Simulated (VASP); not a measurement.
# Ga4AsP3 (P1) in VASP: relaxation of cell and atoms with PBE

Aim: the relaxation of cell and atoms of Ga4AsP3 with PBE.

All numbers are computed with VASP 6.6.1; they aren't measurements. Logs are shortened: lines on timing, memory, paths and dates and some standing lists are left out, and cuts for length are marked.

### 1 The cell of the first run

The typed cell holds 8 atoms: a = 3.926 Å, b = 3.979 Å, c = 11.307 Å, α = 90.87°, β = 88.65°, γ = 89.18°.

### 2 Relaxation of cell and atoms, PBE

Input file INCAR:

```
SYSTEM = Ga4AsP3
PREC = Accurate
ENCUT = 600
EDIFF = 1E-6
ISMEAR = 0
SIGMA = 0.1
LREAL = .False.
LASPH = .True.
NELM = 60
ALGO = Normal
ISIF = 3
LWAVE = .False.
LCHARG = .False.
GGA = PE
IBRION = 2
NSW = 80
EDIFFG = -0.025
```

Input file KPOINTS:

```
Automatic mesh
0
Gamma
  4 4 2
  0 0 0
```

Input file POSCAR:

```
Ga4AsP3
1.0
    3.9260228798      0.0283910021      0.0467349725
    0.0283910021      3.9792141479     -0.0305987097
    0.1321943273     -0.0865513688     11.3060704668
Ga P As
4 3 1
Direct
    0.5234717440      0.0317820437      0.8625138569
    1.0344128513      0.4886416205      0.6235134671
    0.5054604230     -0.0665243812      0.3743683656
    0.0255824619      0.4336072918      0.1301273759
    0.0081706887      0.0384339506      0.5260671102
    0.5055216891      0.5066150794      0.2353541648
    0.4369181466      0.5577186395      0.7491258499
   -0.0395380045      0.0097257557      0.9989298097
```

Potentials or basis: VASP PAW PBE potentials, release 64 (Ga_d, P, As).

The run is started by

```
> cat potpaw_PBE.64/Ga_d/POTCAR potpaw_PBE.64/P/POTCAR potpaw_PBE.64/As/POTCAR > POTCAR
> mpirun -np 1 vasp_std > vasp.out
```

OUTCAR:

```text
SYSTEM = Ga4AsP3
   PREC = Accurate
   ENCUT = 600
   EDIFF = 1E-6
   ISMEAR = 0
   LREAL = .False.
   LASPH = .True.
   NELM = 60
   ISIF = 3
   GGA = PE
   IBRION = 2
   NSW = 80
   EDIFFG = -0.025

 ion  position               nearest neighbor table
   1  0.523  0.032  0.863-   7 2.30   8 2.34   7 2.49   8 2.67
   2  0.034  0.489  0.624-   5 2.09   7 2.17   5 2.47   7 2.72
   3  0.505  0.933  0.374-   6 2.30   5 2.59   5 2.68   6 2.79
   4  0.026  0.434  0.130-   8 2.25   6 2.27   6 2.35   8 2.76
   5  0.008  0.038  0.526-   2 2.09   2 2.47   3 2.59   3 2.68
   6  0.506  0.507  0.235-   4 2.27   3 2.30   4 2.35   3 2.79
   7  0.437  0.558  0.749-   2 2.17   1 2.30   1 2.49   2 2.72
   8  0.960  0.010  0.999-   4 2.25   1 2.34   1 2.67   4 2.76

  LATTYP: Found a triclinic cell.
 ALAT       =     3.9264036801
 B/A-ratio  =     1.4135994278
 C/A-ratio  =     4.0756100083
 COS(alpha) =     0.0100546557
 COS(beta)  =     0.5144530643
 COS(gamma) =     0.6971809730

  Lattice vectors:

 A1 = (  -3.9260228798,  -0.0283910021,  -0.0467349725)
 A2 = (  -3.8976318777,   3.9508231458,  -0.0773336822)
 A3 = (  -8.0410220911,  -7.9286589312, -11.3383429924)

Analysis of symmetry for initial positions (statically):
=====================================================================
 Subroutine PRICEL returns:
 Original cell was already a primitive cell.

 Routine SETGRP: Setting up the symmetry group for a
 triclinic supercell.

 Subroutine GETGRP returns: Found  1 space group operations
 (whereof  1 operations were pure point group operations)
 out of a pool of  2 trial point group operations.

The static configuration has the point symmetry C_1 .

Analysis of symmetry for dynamics (positions and initial velocities):
=====================================================================
 Subroutine PRICEL returns:
 Original cell was already a primitive cell.

 Routine SETGRP: Setting up the symmetry group for a
 triclinic supercell.

 Subroutine GETGRP returns: Found  1 space group operations
 (whereof  1 operations were pure point group operations)
 out of a pool of  2 trial point group operations.

The dynamic configuration has the point symmetry C_1 .

 Subroutine INISYM returns: Found  1 space group operations
 (whereof  1 operations are pure point group operations),
 and found     1 'primitive' translations

----------------------------------------------------------------------------------------

                                     Primitive cell

  volume of cell :     176.5846

  direct lattice vectors                    reciprocal lattice vectors
     3.926022880  0.028391002  0.046734972     0.254759628 -0.001840679 -0.002992825
     0.028391002  3.979214148 -0.030598710    -0.001840679  0.251333995  0.001945559
     0.132194327 -0.086551369 11.306070467    -0.001058061  0.000687818  0.088465697

  length of vectors
     3.926403680  3.979433071 11.307174531     0.254783856  0.251348265  0.088474697

  position of ions in fractional coordinates (direct lattice)
     0.523471744  0.031782044  0.862513857
     0.034412851  0.488641620  0.623513467
     0.505460423  0.933475619  0.374368366
     0.025582462  0.433607292  0.130127376
     0.008170689  0.038433951  0.526067110
     0.505521689  0.506615079  0.235354165
     0.436918147  0.557718640  0.749125850
     0.960461995  0.009725756  0.998929810

  ion indices of the primitive-cell ions
   primitive index   ion index
                 1           1
                 2           2
                 3           3
                 4           4
                 5           5
                 6           6
                 7           7
                 8           8

----------------------------------------------------------------------------------------

 KPOINTS: Automatic mesh

Automatic generation of k-mesh.
 Grid dimensions read from file:
 generate k-points for:    4    4    2

 Generating k-lattice:

  Cartesian coordinates                     Fractional coordinates (reciprocal lattice)
     0.063689907 -0.000460170 -0.000748206     0.250000000  0.000000000  0.000000000
    -0.000460170  0.062833499  0.000486390     0.000000000  0.250000000 -0.000000000
    -0.000529030  0.000343909  0.044232848     0.000000000 -0.000000000  0.500000000

  Length of vectors
     0.063695964  0.062837066  0.044237349

  Shift w.r.t. Gamma in fractional coordinates (k-lattice)
     0.000000000  0.000000000  0.000000000

 Subroutine IBZKPT returns following result:
 ===========================================

 Found     20 irreducible k-points:

 Following reciprocal coordinates:
            Coordinates               Weight
  0.000000  0.000000  0.000000      1.000000
  0.250000  0.000000  0.000000      2.000000
  0.500000  0.000000  0.000000      1.000000
  0.000000  0.250000 -0.000000      2.000000
  0.250000  0.250000  0.000000      2.000000
  0.500000  0.250000  0.000000      2.000000
[... 12 lines left out ...]
  0.250000  0.500000  0.500000      2.000000
  0.500000  0.500000  0.500000      1.000000
   k-points           NKPTS =     20   k-points in BZ     NKDIM =     20   number of bands    NBANDS=     43
   number of dos      NEDOS =    301   number of ions     NIONS =      8
   total plane-waves  NPLWV =  92160
   dimension x,y,z NGX =    32 NGY =   32 NGZ =   90
   dimension x,y,z NGXF=    64 NGYF=   64 NGZF=  180
   ions per type =               4   3   1
   NGX,Y,Z   is equivalent  to a cutoff of  13.55, 13.37, 13.23 a.u.
   NGXF,Y,Z  is equivalent  to a cutoff of  27.10, 26.74, 26.46 a.u.
 SYSTEM =  Ga4AsP3
   PREC   = accura    normal or accurate (medium, high low for compatibility)
   ISTART =      0    job   : 0-new  1-cont  2-samecut
   ICHARG =      2    charge: 1-file 2-atom 10-const
   ISPIN  =      1    spin polarized calculation?
   LNONCOLLINEAR =      F non collinear calculations
   LSORBIT =      F    spin-orbit coupling
   LASPH  =      T    aspherical Exc in radial PAW
   ENCUT  =  600.0 eV  44.10 Ry    6.64 a.u.   7.84  7.95 22.58*2*pi/ulx,y,z
   NELM   =     60;   NELMIN=  2; NELMDL= -5     # of ELM steps
   EDIFF  = 0.1E-05   stopping-criterion for ELM
   LREAL  =      F    real-space projection
   EDIFFG = -.3E-01   stopping-criterion for IOM
   NSW    =     80    number of steps for IOM
   IBRION =      2    ionic relax: 0-MD 1-quasi-New 2-CG
   NFREE  =      1    steps in history (QN), initial steepest desc. (CG)
   ISIF   =      3    stress and relaxation
   ISYM   =      2    0-nonsym 1-usesym 2-fastsym
   POTIM  = 0.5000    time-step for ionic-motion
   TEBEG  =    0.0;   TEEND  =   0.0 temperature during run
   PSTRESS=    0.0 pullay stress
   NELECT =      72.0000    total number of electrons
   NUPDOWN=      -1.0000    fix difference up-down
   EMIN   =  10.00;   EMAX   =-10.00  energy-range for DOS
   EFERMI =   0.00;   METHOD = LEGACY
   ISMEAR =     0;   SIGMA  =   0.10  broadening in eV -4-tet -1-fermi 0-gaus
   EFERMI_NEDOS =   21; number of points for ismear=-14 and -15
   IALGO  =     38    algorithm
   IMIX   =      4    mixing-type and parameters
     AMIX     =   0.40;   BMIX     =  1.00
     AMIX_MAG =   1.60;   BMIX_MAG =  1.00
  volume/ion in A,a.u.               =      22.07       148.96
  Fermi-wavevector in a.u.,A,eV,Ry     =   1.213952  2.294036 20.050614  1.473679
  Thomas-Fermi vector in A             =   2.349387
   LORBIT       =      0    0 simple, 1 ext, 2 COOP (PROOUT), +10 PAW based schemes
   GGA     = PE    functional components
   LHFCALC =     F    Hartree Fock is set to
   AEXX    =    0.0000 exact exchange contribution
   IVDW    =     0    specifies the selected vdW correction
   LEPSILON=     F    determine dielectric tensor
   LRPA    =     F    only Hartree local field effects (RPA)
 conjugate gradient relaxation of ions
 non-spin polarized calculation
 Gauss-broadening in eV      SIGMA  =   0.10
  energy-cutoff  :      600.00
  volume of cell :      176.58
 maximum number of plane-waves:      5920
   NGX = 15   NGY = 15   NGZ = 45

--------------------------------------- Ionic step        1  -------------------------------------------

 number of electron      72.0000002 magnetization

 Free energy of the ion-electron system (eV)
  ---------------------------------------------------
  ext. energy  EPLUGINS =         0.00000000
  ---------------------------------------------------
  free energy    TOTEN  =       -32.81118420 eV

  energy without entropy =      -32.80709718  energy(sigma->0) =      -32.80914069

------------------------ aborting loop because EDIFF is reached ----------------------------------------

  FORCE on cell =-STRESS in cart. coord.  units (eV):
  Direction    XX          YY          ZZ          XY          YZ          ZX
  --------------------------------------------------------------------------------------
  -------------------------------------------------------------------------------------
  Total        1.6310938      4.3605969      1.9008604      0.7913084      6.3481607      3.3296607
  in kB       14.7991470     39.5643196     17.2467783      7.1796547     57.5977698     30.2104874
  external PRESSURE =      23.8700816 kB  Pullay stress =       0.0000000 kB
[... 71 lines left out ...]
--------------------------------------- Ionic step        3  -------------------------------------------

 number of electron      72.0000006 magnetization

 E-fermi :   4.0058     XC(G=0):  -9.3358

 val. band max:        3.8718340829   @ k =   0.0000   0.0000   0.0000
 cond. band min:       4.1552117154   @ k =   0.0000   0.0000   0.0000
 fundamental gap:      0.2833776324
 Fermi energy:         4.0057966256

 k-point     1 :       0.0000    0.0000    0.0000
  band No.  band energies     occupation
      1     -11.1467      2.00000
      2     -11.0706      2.00000
      3     -11.0534      2.00000
      4     -11.0481      2.00000
      5     -11.0208      2.00000
      6     -11.0154      2.00000
[... 944 lines left out ...]
  FREE ENERGIE OF THE ION-ELECTRON SYSTEM (eV)
  ---------------------------------------------------
  free  energy   TOTEN  =       -34.5215508918 eV

  energy  without entropy=      -34.5209328631  energy(sigma->0) =      -34.52124188

[... ionic steps 4 to 19 ...]

--------------------------------------- Ionic step       20  -------------------------------------------

 number of electron      71.9999948 magnetization

------------------------ aborting loop because EDIFF is reached ----------------------------------------
[... 79 lines left out ...]
--------------------------------------- Ionic step       22  -------------------------------------------

 number of electron      71.9999945 magnetization

 Free energy of the ion-electron system (eV)
  ---------------------------------------------------
  ext. energy  EPLUGINS =         0.00000000
  ---------------------------------------------------
  free energy    TOTEN  =       -35.40308564 eV

  energy without entropy =      -35.40308564  energy(sigma->0) =      -35.40308564

 E-fermi :   4.6170     XC(G=0):  -9.6029

 val. band max:        4.1634517737   @ k =   0.0000   0.0000   0.0000
 cond. band min:       5.3085798032   @ k =   0.0000   0.0000   0.0000
 fundamental gap:      1.1451280295
 Fermi energy:         4.6169560628

 k-point     1 :       0.0000    0.0000    0.0000
  band No.  band energies     occupation
      1     -10.5604      2.00000
      2     -10.5139      2.00000
      3     -10.5010      2.00000
      4     -10.4704      2.00000
      5     -10.4702      2.00000
      6     -10.4466      2.00000
[... 944 lines left out ...]
  FREE ENERGIE OF THE ION-ELECTRON SYSTEM (eV)
  ---------------------------------------------------
  free  energy   TOTEN  =       -35.4030856357 eV

  energy  without entropy=      -35.4030856357  energy(sigma->0) =      -35.40308564

 reached required accuracy - stopping structural energy minimisation
```

It took 24 min on 1 thread of Intel Xeon 6975P-C (Granite Rapids), shared host; peak memory 0.4 GiB.

What came out:

```
Free energy                           : -35.4031 eV
Relaxed volume                        : 21.57 Å³/atom
Relaxed cell                          : a = 3.955 Å, b = 3.954 Å, c = 11.036 Å, α = 90.03°, β = 90.01°, γ = 89.97°
Space group after relaxing (to 0.1 Å) : P-4m2 (No. 115)
Energy gained by relaxing             : 324.0 meV/atom
Ionic steps                           : 22
Pressure after relaxing               : 0.0 GPa
Largest force after relaxing          : 0.016 eV/Å
Band gap on the k mesh                : 1.15 eV
```

Forces in eV/Å, atoms in the order of the input:
```
Ga   0.004 -0.008 -0.008
Ga   0.001 -0.016 -0.004
Ga   0.003 -0.002  0.008
Ga   0.002  0.003  0.011
P   -0.008  0.003 -0.013
P   -0.004  0.002 -0.005
P    0.002  0.009  0.009
As   0.000  0.010  0.001
```

The path:
| step | energy change (eV) | largest force (eV/Å) | pressure (GPa) | volume (Å³) |
| --- | --- | --- | --- | --- |
| 1 | 0.0000 | 5.2217 | 2.39 | 176.58 |
| 2 | -1.6898 | 1.6336 | -3.22 | 184.77 |
| 3 | -1.7104 | 1.6784 | -3.10 | 183.74 |
| 4 | -2.3261 | 0.6731 | -0.36 | 174.11 |
| 5 | -2.3635 | 0.8658 | 0.71 | 171.49 |
| 6 | -2.4897 | 0.5836 | -0.01 | 172.65 |
| 7 | -2.4899 | 0.5876 | -0.03 | 172.69 |
| 8 | -2.5274 | 0.2674 | -0.18 | 172.88 |
| 9 | -2.5324 | 0.3076 | -0.22 | 172.98 |
| 10 | -2.5499 | 0.2459 | 0.11 | 172.19 |
| 11 | -2.5577 | 0.2617 | 0.52 | 171.28 |
| 12 | -2.5697 | 0.1741 | 0.05 | 172.39 |
| 13 | -2.5721 | 0.1888 | -0.23 | 173.08 |
| 14 | -2.5792 | 0.1252 | -0.13 | 172.85 |
| 15 | -2.5815 | 0.1307 | -0.04 | 172.65 |
| 16 | -2.5859 | 0.0913 | 0.11 | 172.37 |
| 17 | -2.5882 | 0.0924 | 0.23 | 172.09 |
| 18 | -2.5867 | 0.1872 | 0.44 | 171.53 |
| 19 | -2.5886 | 0.1196 | 0.27 | 171.92 |
| 20 | -2.5911 | 0.0622 | -0.02 | 172.60 |
| 21 | -2.5913 | 0.0617 | -0.14 | 172.84 |
| 22 | -2.5919 | 0.0165 | 0.02 | 172.55 |

Final structure:
```yaml
crystal:
  lattice:
    - [3.95450, 0.00147, -0.00181]
    - [0.00041, 3.95393, -0.00163]
    - [0.00250, -0.00068, 11.03574]
  atoms:
    - { symbol: Ga, position: [0.49947, 0.00056, 0.86784] }
    - { symbol: Ga, position: [0.99988, 0.50148, 0.62257] }
    - { symbol: Ga, position: [0.50034, 0.99999, 0.37749] }
    - { symbol: Ga, position: [0.00010, 0.49850, 0.13208] }
    - { symbol: P, position: [0.00047, 0.00093, 0.50011] }
    - { symbol: P, position: [0.50026, 0.49968, 0.25479] }
    - { symbol: P, position: [0.49984, 0.50034, 0.74517] }
    - { symbol: As, position: [0.99964, 0.99854, 0.99995] }
```

Levels at points of the mesh, in eV from the valence-band top:
| k point | band 33 | band 34 | band 35 | band 36 | band 37 | band 38 | band 39 | band 40 |
| --- | --- | --- | --- | --- | --- | --- | --- | --- |
| (0.00, 0.00, 0.00) | -1.54 | -0.03 | -0.02 | 0.00 | 1.15 | 1.56 | 1.59 | 1.95 |
| (0.50, 0.00, 0.00) | -1.32 | -1.07 | -1.05 | -0.74 | 1.33 | 1.35 | 2.75 | 2.98 |
| (0.00, 0.50, 0.00) | -1.32 | -1.08 | -1.05 | -0.74 | 1.33 | 1.35 | 2.75 | 2.98 |
| (0.50, 0.50, 0.00) | -2.64 | -2.56 | -2.56 | -2.50 | 1.52 | 1.79 | 1.80 | 1.81 |
| (0.00, 0.00, 0.50) | -0.81 | -0.81 | -0.51 | -0.51 | 1.44 | 1.53 | 2.34 | 2.42 |
| (0.50, 0.00, 0.50) | -1.37 | -1.37 | -1.34 | -0.74 | 2.23 | 2.27 | 2.29 | 2.46 |
| (0.00, 0.50, 0.50) | -1.37 | -1.36 | -1.34 | -0.74 | 2.23 | 2.27 | 2.28 | 2.46 |
| (0.50, 0.50, 0.50) | -2.98 | -2.98 | -2.95 | -2.84 | 2.56 | 2.74 | 2.79 | 2.89 |

A k mesh can miss the band edges.
